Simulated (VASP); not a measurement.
Wanted: the native input for a VASP 6.6.1 run.

- Task: relaxation of cell and atoms
- Functional: revPBE
- Dispersion: D4
- Potentials or basis: VASP PAW PBE potentials, release 64 (Fe, O)
- Cutoff: 600 eV
- k mesh: 11 × 11 × 11
- Occupations: fermi-dirac, width 0.05 eV
- Spin: collinear spin, ferromagnetic start
- Starting moments: [3.0, 0.0] μB
- Dipole correction: no
- Further INCAR settings: ALGO = Normal; EDIFF = 1e-07; IBRION = 2; EDIFFG = -0.01; NSW = 80; ISIF = 3

The structure of FeO lies in POSCAR:

```
FeO
1.0
    0.0000000000      2.1554000000      2.1554000000
    2.1554000000      0.0000000000      2.1554000000
    2.1554000000      2.1554000000      0.0000000000
Fe O
1 1
Direct
    0.0000000000      0.0000000000      0.0000000000
    0.5000000000      0.5000000000      0.5000000000
```

The input as run:

INCAR

```
SYSTEM = FeO
PREC = Accurate
ENCUT = 600
EDIFF = 1E-7
ISMEAR = -1
SIGMA = 0.05
LREAL = .False.
LASPH = .True.
NELM = 150
ALGO = Normal
ISIF = 3
LWAVE = .False.
LCHARG = .False.
ISPIN = 2
MAGMOM = 3 0
LORBIT = 11
LMAXMIX = 4
GGA = RE
IVDW = 13
IBRION = 2
NSW = 80
EDIFFG = -0.01
```

KPOINTS

```
regular mesh
0
Gamma
  11 11 11
  0 0 0
```

Potentials or basis: VASP PAW PBE potentials, release 64 (Fe, O).

Launch:

```console
$ cat potpaw_PBE.64/Fe/POTCAR potpaw_PBE.64/O/POTCAR > POTCAR
$ mpirun -np 1 vasp_std > vasp.out
```

Results of the run:

* Relaxed volume: 9.84 Å³/atom
* Relaxed cell: a = 3.031 Å, b = 3.031 Å, c = 3.031 Å, α = 60.00°, β = 60.00°, γ = 60.00°
* Space group after relaxing (to 0.1 Å): Fm-3m (No. 225)
* Energy gained by relaxing: 3.4 meV/atom
* Ionic steps: 10
* Pressure after relaxing: 0.0 GPa
* Band gap on the k mesh: zero (filled and empty bands overlap)
* Net moment: 4.00 μB per cell
* Site moments: Fe +3.62; O +0.30 μB
* Valence electrons inside the program's atomic spheres: Fe 6.75; O 5.01
* Dispersion energy per atom: -0.643 eV

Caveat: the PAW data sets were made with another functional, which shifts forces and pressure a little; a cell with one magnetic atom can't hold antiferromagnetic order, which such compounds often take; semilocal functionals often make such compounds metallic where correlation or magnetic order opens a gap, which also shifts bond lengths.

Run time: 3.3 min on 1 thread of Intel Xeon 8259CL (shared host), peak memory 0.18 GiB.
